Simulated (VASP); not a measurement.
Wanted: the native input for a VASP 6.6.1 run.

* Task: single point
* Functional: PBEsol
* Potentials or basis: VASP PAW PBE potentials, release 64 (Si, C)
* Cutoff: 520 eV
* k mesh: 8 × 8 × 6
* Occupations: gaussian, width 0.01 eV
* Spin: no spin polarisation
* Dipole correction: no
* Further INCAR settings: ALGO = Normal; EDIFF = 1e-07; NBANDS = 16

The structure of SiC lies in POSCAR:

```
SiC
1.0
    3.0757714184      0.0076894286      0.0076894286
   -1.5312264688      2.6598514703      0.0028145262
    0.0126188426      0.0126188426      5.0475370447
Si C
2 2
Direct
    0.3328512873      0.6663790130      0.0045878490
    0.6663623268      0.3330453083      0.5045852160
    0.3330082982      0.6669608475      0.3804163501
    0.6677780878      0.3336148312      0.8804105849
```

This cell differs from its parent crystal: equal xy, yz and zx engineering shears of +0.5 %.

The input as run:

INCAR

```
SYSTEM = SiC
PREC     = Accurate       ! precision mode
ENCUT    = 520            ! plane-wave cutoff, eV
EDIFF    = 1E-7           ! SCF threshold, eV
ISMEAR   = 0              ! smearing method
SIGMA    = 0.01           ! smearing width, eV
LREAL    = .FALSE.        ! projectors in reciprocal space
LASPH    = .TRUE.         ! aspherical terms in the spheres
NELM     = 80             ! most SCF steps
ALGO     = Normal         ! electronic algorithm
ISIF     = 2              ! what is computed and relaxed
LWAVE    = .FALSE.        ! write WAVECAR
LCHARG   = .FALSE.        ! write CHGCAR
GGA      = PS             ! functional
NBANDS   = 16             ! bands
```

KPOINTS

```
Automatic mesh
0
G
  8 8 6
  0 0 0
```

Potentials or basis: VASP PAW PBE potentials, release 64 (Si, C).

Launch:

```sh
$ cat potpaw_PBE.64/Si/POTCAR potpaw_PBE.64/C/POTCAR > POTCAR
$ mpirun -np 1 vasp_std > vasp.out
```

Results of the run:

```json
{
 "Pressure": "0.4 GPa",
 "Band gap on the k mesh": "2.34 eV, indirect (least direct gap 3.83 eV)"
}
```

Caveat: the cell differs from its parent crystal (equal xy, yz and zx engineering shears of +0.5 %); the PAW data sets were made with another functional, which shifts forces and pressure a little.

It took 38 s on 1 thread of Intel(R) Xeon(R) 6975P-C (Granite Rapids), on a shared host, peak memory 0.23 GiB.
